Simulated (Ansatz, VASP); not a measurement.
One calculation of Rh, two programs

The input INCAR:

```
SYSTEM = Rh
PREC     = Accurate       ! precision mode
ENCUT    = 600            ! plane-wave cutoff, eV
EDIFF    = 1E-6           ! SCF threshold, eV
ISMEAR   = 0              ! smearing method
SIGMA    = 0.1            ! smearing width, eV
LREAL    = .False.        ! projectors in reciprocal space
LASPH    = .True.         ! aspherical terms in the spheres
NELM     = 60             ! most SCF steps
ALGO     = Fast           ! electronic algorithm
ISIF     = 3              ! what is computed and relaxed
LWAVE    = .False.        ! write WAVECAR
LCHARG   = .False.        ! write CHGCAR
GGA      = PE             ! functional
IBRION   = 2              ! ionic algorithm
NSW      = 65             ! ionic steps
EDIFFG   = -0.01          ! ionic threshold
```

The input KPOINTS:

```
Automatic mesh
0
Gamma
  18 18 5
  0 0 0
```

Contents of POSCAR:

```
Rh
1.0
    2.7247816576      0.0000000000      0.0000000000
   -1.3623908288      2.3597301353      0.0000000000
    0.0000000000      0.0000000000      8.7699933590
Rh
4
Direct
    0.0000000000      0.0000000000      0.0000000000
    0.3333333333      0.6666666667      0.2500000000
    0.0000000000      0.0000000000      0.5000000000
    0.6666666667      0.3333333333      0.7500000000
```

Input for Ansatz:

```yaml
crystal:
  lattice:
    - [2.7247816576, 0.0, 0.0]
    - [-1.3623908288, 2.3597301353, 0.0]
    - [0.0, 0.0, 8.769993359]
  atoms:
    - { symbol: Rh, position: [0.0, 0.0, 0.0] }
    - { symbol: Rh, position: [0.3333333333, 0.6666666667, 0.25] }
    - { symbol: Rh, position: [0.0, 0.0, 0.5] }
    - { symbol: Rh, position: [0.6666666667, 0.3333333333, 0.75] }
basis:
  ecutwfc: 420
kpoints:
  mp_grid: { grid: [18, 18, 5] }
hamiltonian:
  xc: pbe
scf:
  occupations: { method: gaussian, width: 0.1 }
output:
  forces: true
  stress: true
  eigenvalues: true
  populations: true
relax:
  adjacent_minimum: "off"
  f_tol: 0.01
  max_steps: 45
  cell: { stress_tol: 0.05 }
```

Alike in both runs: task relaxation of cell and atoms; functional PBE; k mesh 18 × 18 × 5; occupations gaussian, width 0.1 eV; no spin polarisation.

|  | VASP | Ansatz |
| --- | --- | --- |
| version | VASP 6.6.1 | Ansatz 0.2.0 |
| potentials or method | VASP PAW PBE potentials, release 64 (Rh_pv), cutoff 600 eV | scalar-relativistic, plane waves, PAW |
| valence electrons in the cell | 60 | 68 |

Ansatz gave:

- gap on the k mesh at the Fermi level, each at its own relaxed structure (eV): none
- relaxed volume (Å³/atom): 14.07
- relaxed cell length with the largest relative difference (Å): 8.837

Question: Which values does VASP return?

Answer: gap on the k mesh at the Fermi level, each at its own relaxed structure (eV): none; relaxed volume (Å³/atom): 14.06; relaxed cell length with the largest relative difference (Å): 8.836.

A gap of «none» marks a metal or a gap that the smearing closes. VASP's potentials hold 60 valence electrons a cell and Ansatz's 68, so a difference there can come from the potentials and not from the codes.
